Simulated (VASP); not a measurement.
# Be2H3 (P1) in VASP: single point with PBE

Aim: the single point of Be2H3 with PBE.

Everything below comes from runs of VASP 6.6.1. Logs are shortened: lines on timing, memory, paths and dates and some standing lists are left out, and cuts for length are marked.

### 1 The cell of the first run

The typed cell holds 5 atoms: a = 3.045 Å, b = 4.000 Å, c = 4.977 Å, α = 67.46°, β = 87.55°, γ = 67.59°.

The cell was generated, and may not be a known phase.

### 2 Single point, PBE

Contents of INCAR:

```
ALGO     = Fast           # electronic algorithm
EDIFF    = 1E-6           # SCF threshold, eV
ENCUT    = 520            # plane-wave cutoff, eV
GGA      = PE             # functional
ISIF     = 2              # what is computed and relaxed
ISMEAR   = 0              # smearing method
LASPH    = True           # aspherical terms in the spheres
LCHARG   = False          # write CHGCAR
LREAL    = False          # projectors in reciprocal space
LWAVE    = False          # write WAVECAR
NBANDS   = 12             # bands
NELM     = 60             # most SCF steps
PREC     = Accurate       # precision mode
SIGMA    = 0.1            # smearing width, eV
```

Contents of KPOINTS:

```
k-points
0
Gamma
  14 12 8
```

Contents of POSCAR:

```
Be2H3
1.0
    3.0447189382      0.0026301743     -0.0064586078
    1.5222431485      3.6995373164      0.0032245707
    0.2204494128      1.9685508007      4.5660247103
Be H
2 3
Direct
    0.8798016611      0.7315288246      0.0524151494
    0.1424438320      0.2063263363      0.0523154941
    0.9618449526      0.6010251304      0.8129394298
    0.0566993136      0.3450571277      0.2917344966
    0.6921897147      0.1063598880      0.0519409046
```

Potentials or basis: VASP PAW PBE potentials, release 64 (Be, H).

Started as:

```sh
cat potpaw_PBE.64/Be/POTCAR potpaw_PBE.64/H/POTCAR > POTCAR
mpirun -np 1 vasp_std > vasp.out
```

OUTCAR:

```text
EDIFF = 1E-6
   ENCUT = 520
   GGA = PE
   ISIF = 2
   ISMEAR = 0
   LASPH = True
   LREAL = False
   NELM = 60
   PREC = Accurate

 ion  position               nearest neighbor table
   1  0.880  0.732  0.052-   5 1.39   4 1.45   3 1.45   2 1.94   2 2.32   2 2.32
   2  0.142  0.206  0.052-   4 1.47   3 1.47   5 1.57   5 1.57   1 1.94   1 2.32   1 2.32
   3  0.962  0.601  0.813-   1 1.45   2 1.47
   4  0.057  0.345  0.292-   1 1.45   2 1.47
   5  0.692  0.106  0.052-   1 1.39   2 1.57   2 1.57

  LATTYP: Found a triclinic cell.
 ALAT       =     3.9981431580
 B/A-ratio  =     1.7728557833
 C/A-ratio  =     3.1533844699
 COS(alpha) =     0.0076106635
 COS(beta)  =     0.6860762946
 COS(gamma) =     0.7183758162

  Lattice vectors:

 A1 = (   1.5224757897,  -3.6969071421,  -0.0096831785)
 A2 = (   0.2206820540,  -5.4278936578,   4.5531169611)
 A3 = (   4.1262959023,  -7.6313785692,  -9.1481912069)

Analysis of symmetry for initial positions (statically):
=====================================================================
 Subroutine PRICEL returns:
 Original cell was already a primitive cell.

 Routine SETGRP: Setting up the symmetry group for a
 triclinic supercell.

 Subroutine GETGRP returns: Found  1 space group operations
 (whereof  1 operations were pure point group operations)
 out of a pool of  2 trial point group operations.

The static configuration has the point symmetry C_1 .

Analysis of symmetry for dynamics (positions and initial velocities):
=====================================================================
 Subroutine PRICEL returns:
 Original cell was already a primitive cell.

 Routine SETGRP: Setting up the symmetry group for a
 triclinic supercell.

 Subroutine GETGRP returns: Found  1 space group operations
 (whereof  1 operations were pure point group operations)
 out of a pool of  2 trial point group operations.

The dynamic configuration has the point symmetry C_1 .

 Subroutine INISYM returns: Found  1 space group operations
 (whereof  1 operations are pure point group operations),
 and found     1 'primitive' translations

----------------------------------------------------------------------------------------

                                     Primitive cell

  volume of cell :      51.3802

  direct lattice vectors                    reciprocal lattice vectors
     3.044718938  0.002630174 -0.006458608     0.328644433 -0.135263838  0.042449237
     1.522243149  3.699537316  0.003224571    -0.000481188  0.270603732 -0.116642189
     0.220449413  1.968550801  4.566024710     0.000465205 -0.000382433  0.219151307

  length of vectors
     3.044726924  4.000476341  4.977185134     0.357918157  0.294672720  0.219152135

  position of ions in fractional coordinates (direct lattice)
     0.879801661  0.731528825  0.052415149
     0.142443832  0.206326336  0.052315494
     0.961844953  0.601025130  0.812939430
     0.056699314  0.345057128  0.291734497
     0.692189715  0.106359888  0.051940905

  ion indices of the primitive-cell ions
   primitive index   ion index
                 1           1
                 2           2
                 3           3
                 4           4
                 5           5

----------------------------------------------------------------------------------------

 KPOINTS: k-points

Automatic generation of k-mesh.
 Grid dimensions read from file:
 generate k-points for:   14   12    8

 Generating k-lattice:

  Cartesian coordinates                     Fractional coordinates (reciprocal lattice)
     0.023474602 -0.009661703  0.003032088     0.071428571 -0.000000000 -0.000000000
    -0.000040099  0.022550311 -0.009720182    -0.000000000  0.083333333  0.000000000
     0.000058151 -0.000047804  0.027393913     0.000000000  0.000000000  0.125000000

  Length of vectors
     0.025565583  0.024556060  0.027394017

  Shift w.r.t. Gamma in fractional coordinates (k-lattice)
     0.000000000  0.000000000  0.000000000

 Subroutine IBZKPT returns following result:
 ===========================================

 Found    676 irreducible k-points:

 Following reciprocal coordinates:
            Coordinates               Weight
  0.000000  0.000000  0.000000      1.000000
  0.071429 -0.000000 -0.000000      2.000000
  0.142857  0.000000 -0.000000      2.000000
  0.214286  0.000000  0.000000      2.000000
  0.285714 -0.000000 -0.000000      2.000000
  0.357143  0.000000 -0.000000      2.000000
[... 16 lines left out ...]
 -0.000000  0.166667  0.000000      2.000000
  0.071429  0.166667 -0.000000      2.000000
 [... further k-points ...]
   k-points           NKPTS =    676   k-points in BZ     NKDIM =    676   number of bands    NBANDS=     12
   number of dos      NEDOS =    301   number of ions     NIONS =      5
   total plane-waves  NPLWV =  28800
   dimension x,y,z NGX =    24 NGY =   30 NGZ =   40
   dimension x,y,z NGXF=    48 NGYF=   60 NGZF=   80
   ions per type =               2   3
   NGX,Y,Z   is equivalent  to a cutoff of  13.10, 12.47, 13.36 a.u.
   NGXF,Y,Z  is equivalent  to a cutoff of  26.21, 24.93, 26.72 a.u.
 SYSTEM =  unknown system
   PREC   = accura    normal or accurate (medium, high low for compatibility)
   ISTART =      0    job   : 0-new  1-cont  2-samecut
   ICHARG =      2    charge: 1-file 2-atom 10-const
   ISPIN  =      1    spin polarized calculation?
   LNONCOLLINEAR =      F non collinear calculations
   LSORBIT =      F    spin-orbit coupling
   LASPH  =      T    aspherical Exc in radial PAW
   ENCUT  =  520.0 eV  38.22 Ry    6.18 a.u.   5.66  7.44  9.25*2*pi/ulx,y,z
   NELM   =     60;   NELMIN=  2; NELMDL= -5     # of ELM steps
   EDIFF  = 0.1E-05   stopping-criterion for ELM
   LREAL  =      F    real-space projection
   EDIFFG = 0.1E-04   stopping-criterion for IOM
   NSW    =      0    number of steps for IOM
   IBRION =     -1    ionic relax: 0-MD 1-quasi-New 2-CG
   NFREE  =      0    steps in history (QN), initial steepest desc. (CG)
   ISIF   =      2    stress and relaxation
   ISYM   =      2    0-nonsym 1-usesym 2-fastsym
   POTIM  = 0.5000    time-step for ionic-motion
   TEBEG  =    0.0;   TEEND  =   0.0 temperature during run
   PSTRESS=    0.0 pullay stress
   NELECT =       7.0000    total number of electrons
   NUPDOWN=      -1.0000    fix difference up-down
   EMIN   =  10.00;   EMAX   =-10.00  energy-range for DOS
   EFERMI =   0.00;   METHOD = LEGACY
   ISMEAR =     0;   SIGMA  =   0.10  broadening in eV -4-tet -1-fermi 0-gaus
   EFERMI_NEDOS =   21; number of points for ismear=-14 and -15
   IALGO  =     68    algorithm
   IMIX   =      4    mixing-type and parameters
     AMIX     =   0.40;   BMIX     =  1.00
     AMIX_MAG =   1.60;   BMIX_MAG =  1.00
  volume/ion in A,a.u.               =      10.28        69.35
  Fermi-wavevector in a.u.,A,eV,Ry     =   0.842381  1.591870  9.654783  0.709606
  Thomas-Fermi vector in A             =   1.957079
   LORBIT       =      0    0 simple, 1 ext, 2 COOP (PROOUT), +10 PAW based schemes
   GGA     = PE    functional components
   LHFCALC =     F    Hartree Fock is set to
   AEXX    =    0.0000 exact exchange contribution
   IVDW    =     0    specifies the selected vdW correction
   LEPSILON=     F    determine dielectric tensor
   LRPA    =     F    only Hartree local field effects (RPA)
 non-spin polarized calculation
 RMM-DIIS sequential band-by-band and
 Gauss-broadening in eV      SIGMA  =   0.10
  energy-cutoff  :      520.00
  volume of cell :       51.38
 maximum number of plane-waves:      1401
   NGX = 11   NGY = 15   NGZ = 19

 number of electron       7.0000000 magnetization

 Free energy of the ion-electron system (eV)
  ---------------------------------------------------
  ext. energy  EPLUGINS =         0.00000000
  ---------------------------------------------------
  free energy    TOTEN  =       -16.78624839 eV

  energy without entropy =      -16.78505022  energy(sigma->0) =      -16.78564931

 E-fermi :   0.4472     XC(G=0):  -7.2440

 val. band max:        0.4314603291   @ k =  -0.2143   0.2500   0.3750
 cond. band min:       0.4516432642   @ k =  -0.2143   0.2500   0.5000
 fundamental gap:      0.0201829351
 Fermi energy:         0.4471581676

 k-point     1 :       0.0000    0.0000    0.0000
  band No.  band energies     occupation
      1      -9.2269      2.00000
      2      -4.4168      2.00000
      3      -3.9912      2.00000
      4       2.7211      0.00000
      5       4.7598      0.00000
      6       5.9486      0.00000
      7       6.4714      0.00000
      8       6.9843      0.00000
      9       7.4902      0.00000
     10       9.7881      0.00000
     11      11.1374      0.00000
     12      16.0580      0.00000

 k-point     2 :       0.0714   -0.0000   -0.0000
  band No.  band energies     occupation
      1      -9.1613      2.00000
      2      -4.4505      2.00000
      3      -3.9444      2.00000
      4       2.6817      0.00000
      5       4.5818      0.00000
      6       5.8555      0.00000
      7       6.0774      0.00000
      8       7.0320      0.00000
      9       7.4745      0.00000
     10      10.3412      0.00000
     11      11.6924      0.00000
     12      14.7667      0.00000

 k-point     3 :       0.1429    0.0000   -0.0000
  band No.  band energies     occupation
      1      -8.9664      2.00000
      2      -4.5508      2.00000
      3      -3.8099      2.00000
      4       2.3564      0.00000
      5       4.2210      0.00000
      6       5.6262      0.00000
      7       5.9467      0.00000
      8       6.2865      0.00000
      9       8.1631      0.00000
     10      11.4187      0.00000
     11      12.7372      0.00000
     12      13.1714      0.00000
[... 286 lines left out ...]
 k-point    23 :      -0.0000    0.1667    0.0000
  band No.  band energies     occupation
      1      -9.0321      2.00000
      2      -4.8484      2.00000
      3      -3.9333      2.00000
      4       2.9326      0.00000
      5       3.9671      0.00000
      6       5.1124      0.00000
      7       5.4992      0.00000
      8       8.8211      0.00000
      9       9.3207      0.00000
     10      10.1404      0.00000
     11      11.8551      0.00000
     12      14.0707      0.00000

 k-point    24 :       0.0714    0.1667   -0.0000
  band No.  band energies     occupation
      1      -9.0480      2.00000
      2      -4.6949      2.00000
      3      -3.9209      2.00000
      4       2.7260      0.00000
      5       4.4179      0.00000
      6       4.7440      0.00000
      7       5.8999      0.00000
      8       7.7743      0.00000
      9       9.3852      0.00000
     10       9.9733      0.00000
     11      12.1570      0.00000
     12      13.6682      0.00000

 [... further k-points ...]

------------------------ aborting loop because EDIFF is reached ----------------------------------------

  FORCE on cell =-STRESS in cart. coord.  units (eV):
  Direction    XX          YY          ZZ          XY          YZ          ZX
  --------------------------------------------------------------------------------------
  -------------------------------------------------------------------------------------
  Total       -0.0228852     -0.0109127      0.0033708      0.0002356      0.0000066     -0.0017629
  in kB       -0.7136244     -0.3402893      0.1051099      0.0073465      0.0002045     -0.0549731
  external PRESSURE =      -0.3162679 kB  Pullay stress =       0.0000000 kB

 VOLUME and BASIS-vectors are now :
 -----------------------------------------------------------------------------
  energy-cutoff  :      520.00
  volume of cell :       51.38
      direct lattice vectors                 reciprocal lattice vectors
     3.044718938  0.002630174 -0.006458608     0.328644433 -0.135263838  0.042449237
     1.522243149  3.699537316  0.003224571    -0.000481188  0.270603732 -0.116642189
     0.220449413  1.968550801  4.566024710     0.000465205 -0.000382433  0.219151307

 POSITION                                       TOTAL-FORCE (eV/Angst)
 -----------------------------------------------------------------------------------
      3.80387      2.81181      0.23601        -0.000709      0.010967     -0.000404
      0.75931      0.86667      0.23862        -0.000351     -0.011597      0.000059
      4.02267      3.82636      3.70763         0.000013     -0.000060     -0.009375
      0.76221      1.85100      1.33281         0.000229      0.000098      0.009222
      2.28088      0.49755      0.23304         0.000818      0.000592      0.000497
 -----------------------------------------------------------------------------------
    total drift:                                0.000022     -0.000315     -0.000023

  FREE ENERGIE OF THE ION-ELECTRON SYSTEM (eV)
  ---------------------------------------------------
  free  energy   TOTEN  =       -16.7862483931 eV

  energy  without entropy=      -16.7850502178  energy(sigma->0) =      -16.78564931
```

Run time: 9.1 min. Hardware: 1 thread of Oxide Virtual Turin-like, shared host; peak memory 0.42 GiB.

Results:

* Free energy: -16.7862 eV
* Pressure: 0.0 GPa
* Largest force: 0.012 eV/Å
* Band gap on the k mesh: zero (an odd number of electrons rules out a gap without spin polarisation)

Forces on the atoms (eV/Å):
```
Be  -0.001  0.011  0.000
Be   0.000 -0.012  0.000
H    0.000  0.000 -0.009
H    0.000  0.000  0.009
H    0.001  0.001  0.000
```

Levels at points of the mesh, in eV from the Fermi level:
```csv
k point,band 1,band 2,band 3,band 4,band 5,band 6,band 7,band 8
"(0.00, 0.00, 0.00)",-9.67,-4.86,-4.44,2.27,4.31,5.50,6.02,6.54
"(0.50, 0.00, 0.00)",-7.30,-6.41,-3.32,-1.57,3.53,4.38,6.44,7.47
"(0.00, 0.50, 0.00)",-8.54,-6.82,-4.16,0.86,3.58,3.96,6.99,7.94
"(0.50, 0.50, 0.00)",-7.29,-6.37,-3.44,-1.55,3.50,4.10,6.76,7.52
"(0.00, 0.00, 0.50)",-9.41,-5.50,-4.83,3.16,5.50,6.22,7.03,7.39
"(0.50, 0.00, 0.50)",-7.22,-6.27,-3.82,-1.50,3.21,3.39,7.90,8.36
"(0.00, 0.50, 0.50)",-8.56,-6.84,-4.09,1.01,3.65,3.95,6.65,7.74
"(0.50, 0.50, 0.50)",-7.24,-6.30,-3.72,-1.51,3.27,3.54,7.69,8.13
```

Caveat: an odd number of electrons without spin polarisation forces a metal; a magnetic or distorted state may lie lower.

The gap in the log of VASP goes by the Fermi energy; the results here count the filled bands.